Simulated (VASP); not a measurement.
# Bi2Pd in VASP: single point with RPBE

Aim: the single point of Bi2Pd with RPBE.

Program: VASP 6.6.1. These are calculated values, not measurements. Logs are shortened: lines on timing, memory, paths and dates and some standing lists are left out, and cuts for length are marked.

## (1) The cell of the first run

The cell holds an amorphous packing of atoms, 12 atoms: a = 7.223 Å, b = 8.021 Å, c = 5.275 Å, α = 101.85°, β = 80.86°, γ = 85.81°.

## (2) Single point, RPBE

The input, INCAR:

```
PREC     = Accurate       # precision mode
ENCUT    = 520            # plane-wave cutoff, eV
EDIFF    = 1E-7           # SCF threshold, eV
ISMEAR   = 1              # smearing method
SIGMA    = 0.0249         # smearing width, eV
LREAL    = False          # projectors in reciprocal space
LASPH    = True           # aspherical terms in the spheres
NELM     = 100            # most SCF steps
ALGO     = Normal         # electronic algorithm
ISIF     = 2              # what is computed and relaxed
LWAVE    = False          # write WAVECAR
LCHARG   = False          # write CHGCAR
GGA      = RP             # functional
NBANDS   = 92             # bands
LUSENCCL = False
```

The input, KPOINTS:

```
Automatic mesh
0
Gamma
  3 3 4
  0.5 0.5 0
```

The input, POSCAR:

```
Bi2Pd
1.0
    7.1298640000      0.3666840000      1.0949100000
    0.1638920000      8.0190470000      0.1105420000
    0.1182470000     -1.1568690000      5.1451280000
Pd Bi
4 8
Direct
    0.5647850000      0.3588810000      0.4628520000
    0.7359720000      0.6952500000      0.2181790000
    0.9750010000      0.3398600000      0.2964130000
    0.3891770000      0.6590320000      0.0520810000
    0.7726760000      0.0587800000      0.0937560000
    0.8002570000      0.3621220000      0.8509140000
    0.8683500000      0.7363450000      0.6980150000
    0.1754660000      0.4771090000      0.6986130000
    0.5981740000      0.0107500000      0.6153410000
    0.1805570000      0.9980890000      0.1716500000
    0.2580300000      0.8271570000      0.6020220000
    0.3681560000      0.2911590000      0.0246410000
```

Potentials or basis: VASP PAW PBE potentials, release 64 (Pd, Bi_d).

Run with:

```sh
$ cat potpaw_PBE.64/Pd/POTCAR potpaw_PBE.64/Bi_d/POTCAR > POTCAR
$ mpirun -np 1 vasp_std > vasp.out
```

OUTCAR:

```text
PREC = Accurate
   ENCUT = 520
   EDIFF = 1E-7
   ISMEAR = 1
   LREAL = False
   LASPH = True
   NELM = 100
   ISIF = 2
   GGA = RP

 ion  position               nearest neighbor table
   1  0.565  0.359  0.463-   6 2.86  12 2.88   8 2.89   5 2.91   3 2.94   9 3.06  12 3.25   6 3.41

   2  0.736  0.695  0.218-   4 2.80   7 2.81   7 2.85   6 2.92   9 2.93   5 3.14   3 3.36  11 3.67

   3  0.975  0.340  0.296-   8 2.84   6 2.87   5 2.89  10 2.92  12 2.93   1 2.94   6 2.96   2 3.36
                             7 3.40   8 3.67
   4  0.389  0.659  0.052-   2 2.80   8 2.85  10 2.91  11 2.91  12 2.94  11 3.19   6 3.54
   5  0.773  0.059  0.094-   3 2.89   1 2.91   7 2.93   9 2.95   9 2.96   6 2.98  10 3.06   2 3.14
                            12 3.46
   6  0.800  0.362  0.851-   1 2.86   3 2.87   2 2.92   3 2.96   8 2.97   5 2.98  12 3.24   7 3.31
                             9 3.37   1 3.41   4 3.54
   7  0.868  0.736  0.698-   2 2.81   2 2.85   8 2.93   5 2.93  11 2.95   9 2.98   6 3.31   3 3.40

   8  0.175  0.477  0.699-   3 2.84   4 2.85   1 2.89   7 2.93  12 2.94   6 2.97  11 3.04  12 3.57
                             3 3.67
   9  0.598  0.011  0.615-   2 2.93   5 2.95  11 2.96   5 2.96  12 2.97   7 2.98   1 3.06   6 3.37
                            10 3.88
  10  0.181  0.998  0.172-   4 2.91   3 2.92  12 2.97  11 2.98  11 2.99   5 3.06   9 3.88
  11  0.258  0.827  0.602-   4 2.91   7 2.95   9 2.96  10 2.98  10 2.99   8 3.04   4 3.19   2 3.67

  12  0.368  0.291  0.025-   1 2.88   3 2.93   8 2.94   4 2.94   9 2.97  10 2.97   6 3.24   1 3.25
                             5 3.46   8 3.57

  LATTYP: Found a triclinic cell.
 ALAT       =     9.5967483891
 B/A-ratio  =     1.3399555723
 C/A-ratio  =     2.0643096674
 COS(alpha) =     0.0059517643
 COS(beta)  =     0.6157068487
 COS(gamma) =     0.7824246492

  Lattice vectors:

 A1 = (  -7.2481110000,   0.7901850000,  -6.2400380000)
 A2 = (  -7.0842190000,   8.8092320000,  -6.1294960000)
 A3 = (  -7.6941420000, -14.0910400000, -11.6062500000)

Analysis of symmetry for initial positions (statically):
=====================================================================
 Subroutine PRICEL returns:
 Original cell was already a primitive cell.

 Routine SETGRP: Setting up the symmetry group for a
 triclinic supercell.

 Subroutine GETGRP returns: Found  1 space group operations
 (whereof  1 operations were pure point group operations)
 out of a pool of  2 trial point group operations.

[... 138 lines left out ...]
   PSTRESS=    0.0 pullay stress
   NELECT =     160.0000    total number of electrons
   NUPDOWN=      -1.0000    fix difference up-down
   EMIN   =  10.00;   EMAX   =-10.00  energy-range for DOS
   EFERMI =   0.00;   METHOD = LEGACY
   ISMEAR =     1;   SIGMA  =   0.02  broadening in eV -4-tet -1-fermi 0-gaus
   EFERMI_NEDOS =   21; number of points for ismear=-14 and -15
   IALGO  =     38    algorithm
   IMIX   =      4    mixing-type and parameters
     AMIX     =   0.40;   BMIX     =  1.00
     AMIX_MAG =   1.60;   BMIX_MAG =  1.00
  volume/ion in A,a.u.               =      24.46       165.07
  Fermi-wavevector in a.u.,A,eV,Ry     =   1.337301  2.527133 24.332319  1.788375
  Thomas-Fermi vector in A             =   2.465861
   LORBIT       =      0    0 simple, 1 ext, 2 COOP (PROOUT), +10 PAW based schemes
   GGA     = RP    functional components
   LHFCALC =     F    Hartree Fock is set to
   AEXX    =    0.0000 exact exchange contribution
   IVDW    =     0    specifies the selected vdW correction
   LEPSILON=     F    determine dielectric tensor
   LRPA    =     F    only Hartree local field effects (RPA)
 non-spin polarized calculation
 Methfessel and Paxton  Order N= 1 SIGMA  =   0.02
  energy-cutoff  :      520.00
  volume of cell :      293.53
 maximum number of plane-waves:      7922
 NGX is ok and might be reduce to    54
   NGX = 27   NGY = 29   NGZ = 19

 number of electron     160.0000010 magnetization

 Free energy of the ion-electron system (eV)
  ---------------------------------------------------
  ext. energy  EPLUGINS =         0.00000000
  ---------------------------------------------------
  free energy    TOTEN  =       -42.20354105 eV

  energy without entropy =      -42.20360314  energy(sigma->0) =      -42.20356175

 E-fermi :   9.0970     XC(G=0): -10.8618

 val. band max:        9.0919954199   @ k =   0.1667   0.1667   0.5000
 cond. band min:       9.1055481085   @ k =   0.1667   0.1667   0.2500
 fundamental gap:      0.0135526886
 Fermi energy:         9.0969670662

 k-point     1 :       0.1667    0.1667    0.0000
  band No.  band energies     occupation
      1     -14.5357      2.00000
      2     -14.4819      2.00000
      3     -14.4486      2.00000
      4     -14.4276      2.00000
      5     -14.4136      2.00000
      6     -14.3683      2.00000
[... 1794 lines left out ...]
     91      12.8278      0.00000
     92      13.0876      0.00000

------------------------ aborting loop because EDIFF is reached ----------------------------------------

  FORCE on cell =-STRESS in cart. coord.  units (eV):
  Direction    XX          YY          ZZ          XY          YZ          ZX
  --------------------------------------------------------------------------------------
  -------------------------------------------------------------------------------------
  Total       30.0565775     30.8177774     24.7085761      0.4527040     -2.0934178      1.6055474
  in kB      164.0565240    168.2113487    134.8657579      2.4709749    -11.4264122      8.7634902
  external PRESSURE =     155.7112102 kB  Pullay stress =       0.0000000 kB

 VOLUME and BASIS-vectors are now :
 -----------------------------------------------------------------------------
  energy-cutoff  :      520.00
  volume of cell :      293.53
      direct lattice vectors                 reciprocal lattice vectors
     7.129864000  0.366684000  1.094910000     0.140995858 -0.002828216 -0.003876330
     0.163892000  8.019047000  0.110542000    -0.010742594  0.124533258  0.028247877
     0.118247000 -1.156869000  5.145128000    -0.029773850 -0.002073712  0.194576628

 POSITION                                       TOTAL-FORCE (eV/Angst)
 -----------------------------------------------------------------------------------
      4.14039      2.54952      3.03949        -0.099375      0.418030     -0.026499
      5.38713      5.59271      2.00524         0.037385     -0.461672     -0.078946
      7.04237      2.73996      2.63019        -0.081037      0.562770      0.107422
      2.88895      5.36726      0.76693         0.278042      0.070548     -0.199913
      5.52979      0.64622      1.33489         0.179815     -0.118573      1.652874
      5.86569      2.21292      5.29430        -0.520000      1.144721     -0.056777
      6.39444      5.41568      4.62354        -1.369773     -1.611341     -1.190692
      1.41185      3.08210      3.83931         1.489594     -0.673530     -0.599421
      4.33942     -0.40632      3.82214        -0.425858      0.120308     -1.545352
      1.47122      7.87135      1.19119        -0.250741     -0.210007      0.892583
      2.04647      6.03117      3.47144         1.085404     -0.159740     -0.686690
      2.67553      2.44131      0.56206        -0.323455      0.918486      1.731410
 -----------------------------------------------------------------------------------
    total drift:                               -0.000199      0.001371      0.000268

  FREE ENERGIE OF THE ION-ELECTRON SYSTEM (eV)
  ---------------------------------------------------
  free  energy   TOTEN  =       -42.2035410550 eV

  energy  without entropy=      -42.2036031367  energy(sigma->0) =      -42.20356175
```

stdout:

```text
Offloading initialized ...    1 GPUs detected
 POSCAR found type information on POSCAR PdBi
 POSCAR found :  2 types and      12 ions
 scaLAPACK will be used selectively (only on CPU)
 -----------------------------------------------------------------------------
|                                                                             |
|                                                                             |
|     You enforced a specific xc type in the INCAR file but a different       |
|     I HOPE YOU KNOW WHAT YOU ARE DOING!                                     |
|                                                                             |
 -----------------------------------------------------------------------------

 LDA part: xc-table for (Slater+PW92), standard interpolation
 POSCAR, INCAR and KPOINTS ok, starting setup
 FFT: planning ... GRIDC
 FFT: planning ... GRID_SOFT
 FFT: planning ... GRID
 WAVECAR not read
 entering main loop
```

It used 120 s of CPU time on 1 × NVIDIA H100 80GB with 1 thread of AMD EPYC 7R13 Processor (Zen 3) (shared host).

Results:

| Property | Result |
| --- | --- |
| Free energy | -42.2035 eV |
| Pressure | 15.6 GPa |
| Largest force | 2.427 eV/Å |
| Band gap on the k mesh | zero (band 80 reaches 9.11 eV, above the bottom of band 81 at 8.95 eV) |

Forces in eV/Å, atoms in the order of the input:
```
Pd  -0.099  0.418 -0.026
Pd   0.037 -0.462 -0.079
Pd  -0.081  0.563  0.107
Pd   0.278  0.071 -0.200
Bi   0.180 -0.119  1.653
Bi  -0.520  1.145 -0.057
Bi  -1.370 -1.611 -1.191
Bi   1.490 -0.674 -0.599
Bi  -0.426  0.120 -1.545
Bi  -0.251 -0.210  0.893
Bi   1.085 -0.160 -0.687
Bi  -0.323  0.918  1.731
```

Stress tensor (GPa, compression positive):
```
16.41  0.25  0.88
 0.25 16.82 -1.14
 0.88 -1.14 13.49
```

Caveat: the PAW data sets were made with another functional, which shifts forces and pressure a little; spin-orbit coupling is left out, which moves the levels of the heavy elements.
